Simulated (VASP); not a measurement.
# TiO2 (C2/c) in VASP: single point with LDA

Aim: the single point of TiO2 with LDA.

All numbers are computed with VASP 6.6.1; they aren't measurements. Logs are shortened: lines on timing, memory, paths and dates and some standing lists are left out, and cuts for length are marked.

## Step 1: The cell of the first run

The typed cell holds 6 atoms: a = 3.739 Å, b = 3.739 Å, c = 5.417 Å, α = 110.18°, β = 110.18°, γ = 90.00°.

## Step 2: Single point, LDA

The input, INCAR:

```
  PREC = Accurate
  ENCUT = 520
  EDIFF = 1E-7
  ISMEAR = 0
  SIGMA = 0.05
  LREAL = F
  LASPH = T
  NELM = 80
  ALGO = Normal
  ISIF = 2
  LWAVE = F
  LCHARG = F
  GGA = CA
  NBANDS = 33
```

The input, KPOINTS:

```
Automatic mesh
0
Gamma
  8 8 6
```

The input, POSCAR:

```
TiO2
1.0
    2.6439701434     -2.6439844221     -0.0194580017
    2.6439701434      2.6439844221     -0.0194580017
   -2.6076207123      0.0000000000      4.7475905479
Ti O
2 4
Direct
    0.1250838811      0.8749161189      0.2500000000
    0.8749161189      0.1250838811      0.7500000000
    0.3329229847      0.0831208130      0.6659429413
    0.6670770153      0.9168791870      0.3340570587
    0.9168791870      0.6670770153      0.8340570587
    0.0831208130      0.3329229847      0.1659429413
```

Potentials or basis: VASP PAW LDA potentials, release 64 (Ti_sv, O).

Run with:

```bash
> cat potpaw_LDA.64/Ti_sv/POTCAR potpaw_LDA.64/O/POTCAR > POTCAR
> mpirun -np 1 vasp_std > vasp.out
```

OUTCAR:

```text
PREC = Accurate
   ENCUT = 520
   EDIFF = 1E-7
   ISMEAR = 0
   LREAL = F
   LASPH = T
   NELM = 80
   ISIF = 2
   GGA = CA

 ion  position               nearest neighbor table
   1  0.125  0.875  0.250-   4 1.91   6 1.91   6 1.91   4 1.91   3 1.97   5 1.97
   2  0.875  0.125  0.750-   5 1.91   3 1.91   5 1.91   3 1.91   6 1.97   4 1.97
   3  0.333  0.083  0.666-   2 1.91   2 1.91   1 1.97
   4  0.667  0.917  0.334-   1 1.91   1 1.91   2 1.97
   5  0.917  0.667  0.834-   2 1.91   2 1.91   1 1.97
   6  0.083  0.333  0.166-   1 1.91   1 1.91   2 1.97

  LATTYP: Found a base centered monoclinic cell.
 ALAT       =     5.2880834838
 B/A-ratio  =     0.9999783211
 C/A-ratio  =     1.0242986124
 COS(beta)  =    -0.4878521475

  Lattice vectors:

 A1 = (   2.6439701434,  -2.6439844221,  -0.0194580017)
 A2 = (   2.6439701434,   2.6439844221,  -0.0194580017)
 A3 = (  -2.6076207123,   0.0000000000,   4.7475905479)

Analysis of symmetry for initial positions (statically):
=====================================================================
 Subroutine PRICEL returns:
 Original cell was already a primitive cell.

 Routine SETGRP: Setting up the symmetry group for a
 base centered monoclinic supercell.

 Subroutine GETGRP returns: Found  4 space group operations
 (whereof  2 operations were pure point group operations)
 out of a pool of  4 trial point group operations.

The static configuration has the point symmetry S_2 .
 The point group associated with its full space group is C_2h.

Analysis of symmetry for dynamics (positions and initial velocities):
=====================================================================
 Subroutine PRICEL returns:
 Original cell was already a primitive cell.

 Routine SETGRP: Setting up the symmetry group for a
 base centered monoclinic supercell.

 Subroutine GETGRP returns: Found  4 space group operations
 (whereof  2 operations were pure point group operations)
 out of a pool of  4 trial point group operations.

The dynamic configuration has the point symmetry S_2 .
 The point group associated with its full space group is C_2h.

 Subroutine INISYM returns: Found  4 space group operations
 (whereof  2 operations are pure point group operations),
 and found     1 'primitive' translations

----------------------------------------------------------------------------------------

                                     Primitive cell

  volume of cell :      66.1089

  direct lattice vectors                    reciprocal lattice vectors
     2.643970143 -2.643984422 -0.019458002     0.189877061 -0.189108527  0.104290240
     2.643970143  2.643984422 -0.019458002     0.189877061  0.189108527  0.104290240
    -2.607620712  0.000000000  4.747590548     0.001556422  0.000000000  0.211488027

  length of vectors
     3.739199160  3.739199160  5.416576575     0.287561798  0.287561798  0.211493754

  position of ions in fractional coordinates (direct lattice)
     0.125083881  0.874916119  0.250000000
     0.874916119  0.125083881  0.750000000
     0.332922985  0.083120813  0.665942941
     0.667077015  0.916879187  0.334057059
     0.916879187  0.667077015  0.834057059
     0.083120813  0.332922985  0.165942941

  ion indices of the primitive-cell ions
   primitive index   ion index
                 1           1
                 2           2
                 3           3
                 4           4
                 5           5
                 6           6

----------------------------------------------------------------------------------------

 KPOINTS: Automatic mesh

Automatic generation of k-mesh.
 Grid dimensions read from file:
 generate k-points for:    8    8    6

 Generating k-lattice:

  Cartesian coordinates                     Fractional coordinates (reciprocal lattice)
     0.023734633 -0.023638566  0.013036280     0.125000000 -0.000000000  0.000000000
     0.023734633  0.023638566  0.013036280    -0.000000000  0.125000000  0.000000000
     0.000259404  0.000000000  0.035248005     0.000000000  0.000000000  0.166666667

  Length of vectors
     0.035945225  0.035945225  0.035248959

  Shift w.r.t. Gamma in fractional coordinates (k-lattice)
     0.000000000  0.000000000  0.000000000

 Subroutine IBZKPT returns following result:
 ===========================================

 Found    114 irreducible k-points:

 Following reciprocal coordinates:
            Coordinates               Weight
  0.000000  0.000000  0.000000      1.000000
  0.125000  0.000000  0.000000      4.000000
  0.250000  0.000000  0.000000      4.000000
  0.375000 -0.000000  0.000000      4.000000
  0.500000  0.000000  0.000000      2.000000
  0.125000  0.125000  0.000000      2.000000
[... 16 lines left out ...]
  0.125000 -0.000000  0.166667      4.000000
  0.250000 -0.000000  0.166667      4.000000
 [... further k-points ...]
   k-points           NKPTS =    114   k-points in BZ     NKDIM =    114   number of bands    NBANDS=     33
   number of dos      NEDOS =    301   number of ions     NIONS =      6
   total plane-waves  NPLWV =  31360
   dimension x,y,z NGX =    28 NGY =   28 NGZ =   40
   dimension x,y,z NGXF=    56 NGYF=   56 NGZF=   80
   ions per type =               2   4
   NGX,Y,Z   is equivalent  to a cutoff of  12.45, 12.45, 12.28 a.u.
   NGXF,Y,Z  is equivalent  to a cutoff of  24.90, 24.90, 24.55 a.u.
 SYSTEM =  unknown system
   PREC   = accura    normal or accurate (medium, high low for compatibility)
   ISTART =      0    job   : 0-new  1-cont  2-samecut
   ICHARG =      2    charge: 1-file 2-atom 10-const
   ISPIN  =      1    spin polarized calculation?
   LNONCOLLINEAR =      F non collinear calculations
   LSORBIT =      F    spin-orbit coupling
   LASPH  =      T    aspherical Exc in radial PAW
   ENCUT  =  520.0 eV  38.22 Ry    6.18 a.u.   6.95  6.95 10.07*2*pi/ulx,y,z
   NELM   =     80;   NELMIN=  2; NELMDL= -5     # of ELM steps
   EDIFF  = 0.1E-06   stopping-criterion for ELM
   LREAL  =      F    real-space projection
   EDIFFG = 0.1E-05   stopping-criterion for IOM
   NSW    =      0    number of steps for IOM
   IBRION =     -1    ionic relax: 0-MD 1-quasi-New 2-CG
   NFREE  =      0    steps in history (QN), initial steepest desc. (CG)
   ISIF   =      2    stress and relaxation
   ISYM   =      2    0-nonsym 1-usesym 2-fastsym
   POTIM  = 0.5000    time-step for ionic-motion
   TEBEG  =    0.0;   TEEND  =   0.0 temperature during run
   PSTRESS=    0.0 pullay stress
   NELECT =      48.0000    total number of electrons
   NUPDOWN=      -1.0000    fix difference up-down
   EMIN   =  10.00;   EMAX   =-10.00  energy-range for DOS
   EFERMI =   0.00;   METHOD = LEGACY
   ISMEAR =     0;   SIGMA  =   0.05  broadening in eV -4-tet -1-fermi 0-gaus
   EFERMI_NEDOS =   21; number of points for ismear=-14 and -15
   IALGO  =     38    algorithm
   IMIX   =      4    mixing-type and parameters
     AMIX     =   0.40;   BMIX     =  1.00
     AMIX_MAG =   1.60;   BMIX_MAG =  1.00
  volume/ion in A,a.u.               =      11.02        74.35
  Fermi-wavevector in a.u.,A,eV,Ry     =   1.471416  2.780572 29.457483  2.165064
  Thomas-Fermi vector in A             =   2.586554
   LORBIT       =      0    0 simple, 1 ext, 2 COOP (PROOUT), +10 PAW based schemes
   GGA     = CA    functional components
   LHFCALC =     F    Hartree Fock is set to
   AEXX    =    0.0000 exact exchange contribution
   IVDW    =     0    specifies the selected vdW correction
   LEPSILON=     F    determine dielectric tensor
   LRPA    =     F    only Hartree local field effects (RPA)
 non-spin polarized calculation
 Gauss-broadening in eV      SIGMA  =   0.05
  energy-cutoff  :      520.00
  volume of cell :       66.11
 maximum number of plane-waves:      1798
   NGX = 13   NGY = 13   NGZ = 21

 number of electron      47.9999995 magnetization

 Free energy of the ion-electron system (eV)
  ---------------------------------------------------
  ext. energy  EPLUGINS =         0.00000000
  ---------------------------------------------------
  free energy    TOTEN  =       -58.83488461 eV

  energy without entropy =      -58.83488461  energy(sigma->0) =      -58.83488461

 E-fermi :   3.6870     XC(G=0): -11.4961

 val. band max:        3.3376925151   @ k =  -0.3750   0.3750   0.0000
 cond. band min:       5.4439389666   @ k =   0.0000   0.0000   0.0000
 fundamental gap:      2.1062464515
 Fermi energy:         3.6870193203

 k-point     1 :       0.0000    0.0000    0.0000
  band No.  band energies     occupation
      1     -52.1684      2.00000
      2     -52.0946      2.00000
      3     -29.0959      2.00000
      4     -28.8175      2.00000
      5     -28.8175      2.00000
      6     -28.7347      2.00000
[... 25 lines left out ...]
     32       8.9684      0.00000
     33       9.0067      0.00000

 k-point     2 :       0.1250    0.0000    0.0000
  band No.  band energies     occupation
      1     -52.1659      2.00000
      2     -52.0963      2.00000
      3     -29.0908      2.00000
      4     -28.8409      2.00000
      5     -28.8193      2.00000
      6     -28.7445      2.00000
[... 25 lines left out ...]
     32       9.1315      0.00000
     33       9.4142      0.00000

 k-point     3 :       0.2500    0.0000    0.0000
  band No.  band energies     occupation
      1     -52.1592      2.00000
      2     -52.1009      2.00000
      3     -29.0791      2.00000
      4     -28.8948      2.00000
      5     -28.8229      2.00000
      6     -28.7641      2.00000
[... 25 lines left out ...]
     32       9.5125      0.00000
     33       9.8979      0.00000

 k-point     4 :       0.3750   -0.0000    0.0000
  band No.  band energies     occupation
      1     -52.1511      2.00000
      2     -52.1069      2.00000
      3     -29.0676      2.00000
      4     -28.9487      2.00000
      5     -28.8261      2.00000
      6     -28.7760      2.00000
[... 673 lines left out ...]
     32       8.9397      0.00000
     33       9.0248      0.00000

 k-point    23 :       0.1250   -0.0000    0.1667
  band No.  band energies     occupation
      1     -52.1578      2.00000
      2     -52.1044      2.00000
      3     -29.0425      2.00000
      4     -28.8558      2.00000
      5     -28.8307      2.00000
      6     -28.7344      2.00000
[... 25 lines left out ...]
     32       9.2621      0.00000
     33       9.3393      0.00000

 k-point    24 :       0.2500   -0.0000    0.1667
  band No.  band energies     occupation
      1     -52.1497      2.00000
      2     -52.1105      2.00000
      3     -29.0272      2.00000
      4     -28.9131      2.00000
      5     -28.8328      2.00000
      6     -28.7593      2.00000
[... 25 lines left out ...]
     32       9.5929      0.00000
     33       9.7290      0.00000

 [... further k-points ...]
[... 5 lines left out ...]
  --------------------------------------------------------------------------------------
  -------------------------------------------------------------------------------------
  Total        0.5381530      0.5387609      0.5178257      0.0000000      0.0000000     -0.0042398
  in kB       13.0423745     13.0571090     12.5497348      0.0000000      0.0000000     -0.1027526
  external PRESSURE =      12.8830728 kB  Pullay stress =       0.0000000 kB

 VOLUME and BASIS-vectors are now :
 -----------------------------------------------------------------------------
  energy-cutoff  :      520.00
  volume of cell :       66.11
      direct lattice vectors                 reciprocal lattice vectors
     2.643970143 -2.643984422 -0.019458002     0.189877061 -0.189108527  0.104290240
     2.643970143  2.643984422 -0.019458002     0.189877061  0.189108527  0.104290240
    -2.607620712  0.000000000  4.747590548     0.001556422  0.000000000  0.211488027

 POSITION                                       TOTAL-FORCE (eV/Angst)
 -----------------------------------------------------------------------------------
      1.99206      1.98254      1.16744        -0.000000      0.000209      0.000000
      0.68825     -1.98254      3.54123        -0.000000     -0.000209      0.000000
     -0.63652     -0.66047      3.15353        -0.000277     -0.000120      0.032940
      3.31684      0.66047      1.55515         0.000277      0.000120     -0.032940
      2.01303     -0.66047      3.92894         0.000277     -0.000120     -0.032940
      0.66729      0.66047      0.77973        -0.000277      0.000120      0.032940
 -----------------------------------------------------------------------------------
    total drift:                                0.000000     -0.000000     -0.000000

  FREE ENERGIE OF THE ION-ELECTRON SYSTEM (eV)
  ---------------------------------------------------
  free  energy   TOTEN  =       -58.8348846105 eV

  energy  without entropy=      -58.8348846105  energy(sigma->0) =      -58.83488461
```

Wall time 3.9 min (1 thread of Intel Xeon Platinum 8259CL at 2.50GHz (Skylake/Cascade Lake), shared host); peak memory 0.29 GiB.

Results:

```yaml
Free_energy: -58.8349 eV
Pressure: 1.3 GPa
Largest_force: 0.033 eV/Å
Band_gap_on_the_k_mesh: 2.11 eV (least direct gap 2.42 eV)
```

Forces in eV/Å, atoms in the order of the input:
```
Ti   0.000  0.000  0.000
Ti   0.000  0.000  0.000
O    0.000  0.000  0.033
O    0.000  0.000 -0.033
O    0.000  0.000 -0.033
O    0.000  0.000  0.033
```

Levels at points of the mesh, in eV from the valence-band top:
```
           k point  band 21  band 22  band 23  band 24  band 25  band 26  band 27  band 28
(0.00, 0.00, 0.00)    -0.73    -0.73    -0.47    -0.47     2.11     2.91     4.14     4.14
(0.50, 0.00, 0.00)    -2.01    -1.00    -0.78    -0.62     3.32     3.67     3.68     3.79
(0.50, 0.50, 0.00)    -2.14    -2.14     0.00     0.00     3.44     3.44     3.96     3.96
(0.00, 0.00, 0.50)    -1.25    -1.25    -0.07    -0.07     2.49     2.49     3.90     3.90
(0.50, 0.00, 0.50)    -2.01    -1.00    -0.78    -0.62     3.32     3.67     3.68     3.79
(0.50, 0.50, 0.50)    -2.14    -2.14     0.00     0.00     3.44     3.44     3.96     3.96
```
